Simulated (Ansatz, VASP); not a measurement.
## SnO2: VASP beside Ansatz

```
Sn O
1.0
    -1.97626    1.97626    5.69796
     1.97626   -1.97626    5.69796
     1.97626    1.97626   -5.69796
Sn O
2 4
Direct
  0.75000 0.25000 0.50000
  0.00000 0.00000 0.00000
  0.80586 0.80586 0.00000
  0.94414 0.44414 0.50000
  0.19414 0.19414 0.00000
  0.55586 0.05586 0.50000
```

Alike in both runs: functional PBEsol; k mesh 10 × 10 × 10; occupations gaussian, width 0.05 eV; no spin polarisation.

Ansatz relaxed the structure, and its values are those at the end. VASP's run is a single point on that final structure, the one shown.

|  | VASP | Ansatz |
| --- | --- | --- |
| version | VASP 6.6.1 | Ansatz 0.2.0 |
| potentials or method | VASP PAW PBE potentials, release 64 (Sn_d, O), cutoff 520 eV | scalar-relativistic, plane waves, PAW |
| valence electrons in the cell | 52 | 52 |

|  | VASP | Ansatz | Ansatz less VASP |
| --- | --- | --- | --- |
| gap on the k mesh at the Fermi level (eV) | 0.60 | 0.61 | +0.007 |
| least direct gap on the mesh (eV) | 0.77 | 0.78 | +0.006 |
| pressure (GPa) | -9.2 | -9.6 | -0.46 |

VASP's potentials were made for PBE, not for PBEsol, and Ansatz warns of the same on its side. Ansatz's warnings: stress scf threshold loose.
